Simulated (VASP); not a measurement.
# TePt (P6_3/mmc) in VASP: notebook, part 2 of 2

VASP 6.6.1.

## Step 4: Single point, PBEsol (23.17 Å³/atom)

This run uses another cell than the first one, of 23.17 Å³/atom.

INCAR

```
SYSTEM = TePt
  PREC = Accurate
  ENCUT = 520
  EDIFF = 1E-6
  ISMEAR = -1
  SIGMA = 0.05
  LREAL = .FALSE.
  LASPH = .TRUE.
  NELM = 100
  ALGO = Normal
  ISIF = 2
  LWAVE = .FALSE.
  LCHARG = .FALSE.
  GGA = PS
  NBANDS = 24
```

KPOINTS

```
Automatic mesh
0
G
  7 7 5
  0 0 0
```

POSCAR

```
TePt
1.0
    4.3189767956      0.0000000000      0.0000000000
   -2.1594883978      3.7403436233      0.0000000000
    0.0000000000      0.0000000000      5.7362765309
Pt Te
2 2
Direct
    0.0000000000      0.0000000000      0.0000000000
    0.0000000000      0.0000000000      0.5000000000
    0.3333333333      0.6666666667      0.2500000000
    0.6666666667      0.3333333333      0.7500000000
```

Potentials or basis: VASP PAW PBE potentials, release 64 (Pt, Te).

The run is started by

```
$ cat potpaw_PBE.64/Pt/POTCAR potpaw_PBE.64/Te/POTCAR > POTCAR
$ mpirun -np 1 vasp_std > vasp.out
```

OUTCAR:

```text
SYSTEM = TePt
   PREC = Accurate
   ENCUT = 520
   EDIFF = 1E-6
   ISMEAR = -1
   LREAL = .FALSE.
   LASPH = .TRUE.
   NELM = 100
   ISIF = 2
   GGA = PS

 ion  position               nearest neighbor table
   1  0.000  0.000  0.000-   2 2.87   2 2.87   4 2.88   3 2.88   3 2.88   4 2.88   4 2.88   3 2.88

   2  0.000  0.000  0.500-   1 2.87   1 2.87   4 2.88   3 2.88   3 2.88   4 2.88   4 2.88   3 2.88

   3  0.333  0.667  0.250-   1 2.88   2 2.88   1 2.88   2 2.88   1 2.88   2 2.88
   4  0.667  0.333  0.750-   1 2.88   2 2.88   1 2.88   2 2.88   1 2.88   2 2.88

  LATTYP: Found a hexagonal cell.
 ALAT       =     4.3189767956
 C/A-ratio  =     1.3281563672

  Lattice vectors:

 A1 = (   4.3189767956,   0.0000000000,   0.0000000000)
 A2 = (  -2.1594883978,   3.7403436233,   0.0000000000)
 A3 = (   0.0000000000,   0.0000000000,   5.7362765309)

Analysis of symmetry for initial positions (statically):
=====================================================================
 Subroutine PRICEL returns:
 Original cell was already a primitive cell.

 Routine SETGRP: Setting up the symmetry group for a
 hexagonal supercell.

 Subroutine GETGRP returns: Found 24 space group operations
 (whereof 12 operations were pure point group operations)
 out of a pool of 24 trial point group operations.

The static configuration has the point symmetry D_3d.
 The point group associated with its full space group is D_6h.

Analysis of symmetry for dynamics (positions and initial velocities):
=====================================================================
 Subroutine PRICEL returns:
 Original cell was already a primitive cell.

 Routine SETGRP: Setting up the symmetry group for a
 hexagonal supercell.

 Subroutine GETGRP returns: Found 24 space group operations
 (whereof 12 operations were pure point group operations)
 out of a pool of 24 trial point group operations.

The dynamic configuration has the point symmetry D_3d.
 The point group associated with its full space group is D_6h.

 Subroutine INISYM returns: Found 24 space group operations
 (whereof 12 operations are pure point group operations),
 and found     1 'primitive' translations

----------------------------------------------------------------------------------------

                                     Primitive cell

  volume of cell :      92.6664

  direct lattice vectors                    reciprocal lattice vectors
     4.318976796  0.000000000  0.000000000     0.231536322  0.133677558  0.000000000
    -2.159488398  3.740343623  0.000000000     0.000000000  0.267355115  0.000000000
     0.000000000  0.000000000  5.736276531     0.000000000  0.000000000  0.174329113

  length of vectors
     4.318976796  4.318976796  5.736276531     0.267355115  0.267355115  0.174329113

  position of ions in fractional coordinates (direct lattice)
     0.000000000  0.000000000  0.000000000
     0.000000000  0.000000000  0.500000000
     0.333333333  0.666666667  0.250000000
     0.666666667  0.333333333  0.750000000

  ion indices of the primitive-cell ions
   primitive index   ion index
                 1           1
                 2           2
                 3           3
                 4           4

----------------------------------------------------------------------------------------

 KPOINTS: Automatic mesh

Automatic generation of k-mesh.
 Grid dimensions read from file:
 generate k-points for:    7    7    5

 Generating k-lattice:

  Cartesian coordinates                     Fractional coordinates (reciprocal lattice)
     0.033076617  0.019096794  0.000000000     0.142857143  0.000000000  0.000000000
     0.000000000  0.038193588  0.000000000     0.000000000  0.142857143  0.000000000
     0.000000000  0.000000000  0.034865823     0.000000000  0.000000000  0.200000000

  Length of vectors
     0.038193588  0.038193588  0.034865823

  Shift w.r.t. Gamma in fractional coordinates (k-lattice)
     0.000000000  0.000000000  0.000000000

 Subroutine IBZKPT returns following result:
 ===========================================

 Found     24 irreducible k-points:

 Following reciprocal coordinates:
            Coordinates               Weight
  0.000000  0.000000  0.000000      1.000000
  0.142857  0.000000  0.000000      6.000000
  0.285714  0.000000  0.000000      6.000000
  0.428571  0.000000  0.000000      6.000000
  0.142857  0.142857  0.000000      6.000000
  0.285714  0.142857  0.000000     12.000000
[... 16 lines left out ...]
  0.428571  0.142857  0.400000     12.000000
  0.285714  0.285714  0.400000     12.000000
   k-points           NKPTS =     24   k-points in BZ     NKDIM =     24   number of bands    NBANDS=     24
   number of dos      NEDOS =    301   number of ions     NIONS =      4
   total plane-waves  NPLWV =  49152
   dimension x,y,z NGX =    32 NGY =   32 NGZ =   48
   dimension x,y,z NGXF=    64 NGYF=   64 NGZF=   96
   ions per type =               2   2
   NGX,Y,Z   is equivalent  to a cutoff of  12.32, 12.32, 13.91 a.u.
   NGXF,Y,Z  is equivalent  to a cutoff of  24.63, 24.63, 27.82 a.u.
 SYSTEM =  TePt
   PREC   = accura    normal or accurate (medium, high low for compatibility)
   ISTART =      0    job   : 0-new  1-cont  2-samecut
   ICHARG =      2    charge: 1-file 2-atom 10-const
   ISPIN  =      1    spin polarized calculation?
   LNONCOLLINEAR =      F non collinear calculations
   LSORBIT =      F    spin-orbit coupling
   LASPH  =      T    aspherical Exc in radial PAW
   ENCUT  =  520.0 eV  38.22 Ry    6.18 a.u.   8.03  8.03 10.67*2*pi/ulx,y,z
   NELM   =    100;   NELMIN=  2; NELMDL= -5     # of ELM steps
   EDIFF  = 0.1E-05   stopping-criterion for ELM
   LREAL  =      F    real-space projection
   EDIFFG = 0.1E-04   stopping-criterion for IOM
   NSW    =      0    number of steps for IOM
   IBRION =     -1    ionic relax: 0-MD 1-quasi-New 2-CG
   NFREE  =      0    steps in history (QN), initial steepest desc. (CG)
   ISIF   =      2    stress and relaxation
   ISYM   =      2    0-nonsym 1-usesym 2-fastsym
   POTIM  = 0.5000    time-step for ionic-motion
   TEBEG  =    0.0;   TEEND  =   0.0 temperature during run
   PSTRESS=    0.0 pullay stress
   NELECT =      32.0000    total number of electrons
   NUPDOWN=      -1.0000    fix difference up-down
   EMIN   =  10.00;   EMAX   =-10.00  energy-range for DOS
   EFERMI =   0.00;   METHOD = LEGACY
   ISMEAR =    -1;   SIGMA  =   0.05  broadening in eV -4-tet -1-fermi 0-gaus
   EFERMI_NEDOS =   21; number of points for ismear=-14 and -15
   IALGO  =     38    algorithm
   IMIX   =      4    mixing-type and parameters
     AMIX     =   0.40;   BMIX     =  1.00
     AMIX_MAG =   1.60;   BMIX_MAG =  1.00
  volume/ion in A,a.u.               =      23.17       156.34
  Fermi-wavevector in a.u.,A,eV,Ry     =   1.148552  2.170449 17.948421  1.319172
  Thomas-Fermi vector in A             =   2.285226
   LORBIT       =      0    0 simple, 1 ext, 2 COOP (PROOUT), +10 PAW based schemes
   GGA     = PS    functional components
   LHFCALC =     F    Hartree Fock is set to
   AEXX    =    0.0000 exact exchange contribution
   IVDW    =     0    specifies the selected vdW correction
   LEPSILON=     F    determine dielectric tensor
   LRPA    =     F    only Hartree local field effects (RPA)
 non-spin polarized calculation
  energy-cutoff  :      520.00
  volume of cell :       92.67
 maximum number of plane-waves:      2516
   NGX = 17   NGY = 17   NGZ = 21

 number of electron      31.9999998 magnetization

 Free energy of the ion-electron system (eV)
  ---------------------------------------------------
  ext. energy  EPLUGINS =         0.00000000
  ---------------------------------------------------
  free energy    TOTEN  =       -21.62634665 eV

  energy without entropy =      -21.60368398  energy(sigma->0) =      -21.61501532

 E-fermi :   8.2479     XC(G=0): -10.9816

 val. band max:        8.2365738809   @ k =   0.4286   0.1429   0.2000
 cond. band min:       8.2552127077   @ k =   0.1429   0.1429   0.2000
 fundamental gap:      0.0186388268
 Fermi energy:         8.2479080431

 k-point     1 :       0.0000    0.0000    0.0000
  band No.  band energies     occupation
      1      -5.1660      2.00000
      2      -2.8759      2.00000
      3       1.6310      2.00000
      4       2.7328      2.00000
      5       2.7328      2.00000
      6       3.3559      2.00000
[... 637 lines left out ...]
     23      15.5966      0.00000
     24      15.6989      0.00000

------------------------ aborting loop because EDIFF is reached ----------------------------------------

  FORCE on cell =-STRESS in cart. coord.  units (eV):
  Direction    XX          YY          ZZ          XY          YZ          ZX
  --------------------------------------------------------------------------------------
  -------------------------------------------------------------------------------------
  Total       -4.8777652     -4.8777652     -5.8947082      0.0000000      0.0000000      0.0000000
  in kB      -84.3352274    -84.3352274   -101.9178937      0.0000000      0.0000000      0.0000000
  external PRESSURE =     -90.1961161 kB  Pullay stress =       0.0000000 kB

 VOLUME and BASIS-vectors are now :
 -----------------------------------------------------------------------------
  energy-cutoff  :      520.00
  volume of cell :       92.67
      direct lattice vectors                 reciprocal lattice vectors
     4.318976796  0.000000000  0.000000000     0.231536322  0.133677558  0.000000000
    -2.159488398  3.740343623  0.000000000     0.000000000  0.267355115  0.000000000
     0.000000000  0.000000000  5.736276531     0.000000000  0.000000000  0.174329113

 POSITION                                       TOTAL-FORCE (eV/Angst)
 -----------------------------------------------------------------------------------
      0.00000      0.00000      0.00000         0.000000      0.000000     -0.000000
      0.00000      0.00000      2.86814         0.000000      0.000000     -0.000000
     -0.00000      2.49356      1.43407        -0.000000     -0.000000      0.000000
      2.15949      1.24678      4.30221         0.000000      0.000000     -0.000000
 -----------------------------------------------------------------------------------
    total drift:                                0.000000     -0.000000      0.000000

  FREE ENERGIE OF THE ION-ELECTRON SYSTEM (eV)
  ---------------------------------------------------
  free  energy   TOTEN  =       -21.6263466530 eV

  energy  without entropy=      -21.6036839838  energy(sigma->0) =      -21.61501532
```

stdout:

```text
POSCAR found type information on POSCAR PtTe
 POSCAR found :  2 types and       4 ions
 scaLAPACK will be used
 -----------------------------------------------------------------------------
|                                                                             |
|                                                                             |
|     You enforced a specific xc type in the INCAR file but a different       |
|     I HOPE YOU KNOW WHAT YOU ARE DOING!                                     |
|                                                                             |
 -----------------------------------------------------------------------------

 LDA part: xc-table for (Slater+PW92), standard interpolation
 POSCAR, INCAR and KPOINTS ok, starting setup
 FFT: planning ... GRIDC
 FFT: planning ... GRID_SOFT
 FFT: planning ... GRID
 WAVECAR not read
 entering main loop
```

Run time: 95 s. Hardware: 1 thread of AMD EPYC 7R13, shared host; peak memory 0.2 GiB.

What came out:

```
Free energy            : -21.6263 eV
Pressure               : -9.0 GPa
Band gap on the k mesh : zero (bands 16 and 17 overlap by 0.85 eV)
```

Stress tensor (GPa, compression positive):
```
 -8.43   0.00   0.00
  0.00  -8.43   0.00
  0.00   0.00 -10.19
```

Caveat: the cell stands under tension; the PAW data sets were made with another functional, which shifts forces and pressure a little; spin-orbit coupling is left out, which moves the levels of the heavy elements.

## Step 5: Single point, PBEsol (23.61 Å³/atom)

This run uses another cell than the first one, of 23.61 Å³/atom.

INCAR

```
ALGO = Normal
EDIFF = 1E-6
ENCUT = 520
GGA = PS
ISIF = 2
ISMEAR = -1
LASPH = T
LCHARG = F
LREAL = F
LWAVE = F
NBANDS = 24
NELM = 60
PREC = Accurate
SIGMA = 0.05
```

KPOINTS

```
k-points
0
Gamma
  7 7 5
```

POSCAR

```
TePt
1.0
    4.3464869437      0.0000000000      0.0000000000
   -2.1732434718      3.7641681104      0.0000000000
    0.0000000000      0.0000000000      5.7728143092
Pt Te
2 2
Direct
    0.0000000000      0.0000000000      0.0000000000
    0.0000000000      0.0000000000      0.5000000000
    0.3333333333      0.6666666667      0.2500000000
    0.6666666667      0.3333333333      0.7500000000
```

The run is started by

```
$ cat potpaw_PBE.64/Pt/POTCAR potpaw_PBE.64/Te/POTCAR > POTCAR
$ mpirun -np 1 vasp_std > vasp.out
```

It took 1.7 min on 1 thread of AMD EPYC 7R13, shared host; peak memory 0.21 GiB.

It converged, with:

```yaml
Free_energy: -21.5174 eV
Pressure: -10.6 GPa
Band_gap_on_the_k_mesh: zero (bands 16 and 17 overlap by 0.81 eV)
```

Stress tensor (GPa, compression positive):
```
-10.03   0.00   0.00
  0.00 -10.03   0.00
  0.00   0.00 -11.80
```

Levels at points of the mesh, in eV from the Fermi level:
```csv
k point,band 13,band 14,band 15,band 16,band 17,band 18,band 19,band 20
"(0.00, 0.00, 0.00)",-1.44,-1.44,0.16,0.42,0.99,1.93,1.94,1.94
```

Caveat: the cell stands under tension; the PAW data sets were made with another functional, which shifts forces and pressure a little; spin-orbit coupling is left out, which moves the levels of the heavy elements.

## Step 6: Overview

| cell | gap on the mesh (eV) | pressure (GPa) |
| --- | --- | --- |
| a = 4.176, b = 4.176, c = 5.546 Å, angles 90.0, 90.0, 120.0°, 4 atoms | none | 3.1 |
| a = 4.205, b = 4.205, c = 5.585 Å, angles 90.0, 90.0, 120.0°, 4 atoms | none | 0.0 |
| a = 4.319, b = 4.319, c = 5.736 Å, angles 90.0, 90.0, 120.0°, 4 atoms | none | -9.0 |
| a = 4.346, b = 4.346, c = 5.773 Å, angles 90.0, 90.0, 120.0°, 4 atoms | none | -10.6 |

Alike in all rows: task single point; level PBEsol; potentials or basis VASP PAW PBE potentials, release 64 (Pt, Te); no spin polarisation; k mesh 7 × 7 × 5; cutoff (eV) 520; smearing fermi-dirac 0.05 eV.

Caveats: the PAW data sets were made with another functional, which shifts forces and pressure a little; spin-orbit coupling is left out, which moves the levels of the heavy elements; the cell stands under tension (at least some runs); the cell stands under pressure (at least some runs).

Absolute energies hang on the potentials; compare differences alone.
